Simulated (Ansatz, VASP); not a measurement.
# Ti in VASP and in Ansatz

INCAR

```
ALGO     = Normal         # electronic algorithm
EDIFF    = 1E-6           # SCF threshold, eV
ENCUT    = 500            # plane-wave cutoff, eV
GGA      = PE             # functional
GGA_COMPAT= False        
ISIF     = 2              # what is computed and relaxed
ISMEAR   = 1              # smearing method
LASPH    = True           # aspherical terms in the spheres
LCHARG   = True           # write CHGCAR
LELF     = True           # ELF
LREAL    = False          # projectors in reciprocal space
LVHAR    = True         
LWAVE    = False          # write WAVECAR
NBANDS   = 12             # bands
NELM     = 120            # most SCF steps
PREC     = Accurate       # precision mode
SIGMA    = 0.067          # smearing width, eV
```

File KPOINTS:

```
k-points
0
Gamma
  2 2 2
```

Contents of POSCAR:

```
Ti
1.0
    0.0000000000      2.3133958014      2.3133958014
    2.3133958014      0.0000000000      2.3133958014
    2.3133958014      2.3133958014      0.0000000000
Ti
1
Direct
    0.0000000000      0.0000000000      0.0000000000
```

Input for Ansatz:

```yaml
crystal:
  lattice:
    - [0.0, 2.3133958014, 2.3133958014]
    - [2.3133958014, 0.0, 2.3133958014]
    - [2.3133958014, 2.3133958014, 0.0]
  atoms:
    - { symbol: Ti, position: [0.0, 0.0, 0.0] }
basis:
  ecutwfc: 420
kpoints:
  mp_grid: { grid: [2, 2, 2] }
hamiltonian:
  xc: pbe
scf:
  occupations: { method: cold, width: 0.067 }
output:
  forces: true
  stress: true
  eigenvalues: true
```

Alike in both runs: task single point; functional PBE; k mesh 2 × 2 × 2; no spin polarisation.

```csv
,VASP,Ansatz
version,VASP 6.6.1,Ansatz 0.2.0
potentials or method,"VASP PAW PBE potentials, release 64 (Ti_sv), cutoff 500 eV","scalar-relativistic, plane waves, PAW"
occupations,"methfessel-paxton of order 1, width 0.067 eV","cold, width 0.067 eV"
valence electrons in the cell,12,12
```

VASP gave:

- gap on the k mesh at the Fermi level (eV): none
- pressure (GPa): -22.9

Problem. What did Ansatz give for the same quantities?

Solution. gap on the k mesh at the Fermi level (eV): none; pressure (GPa): -23.2.

A gap of «none» marks a metal or a gap that the smearing closes.

The k mesh is coarse, so the values compare programs but aren't converged.
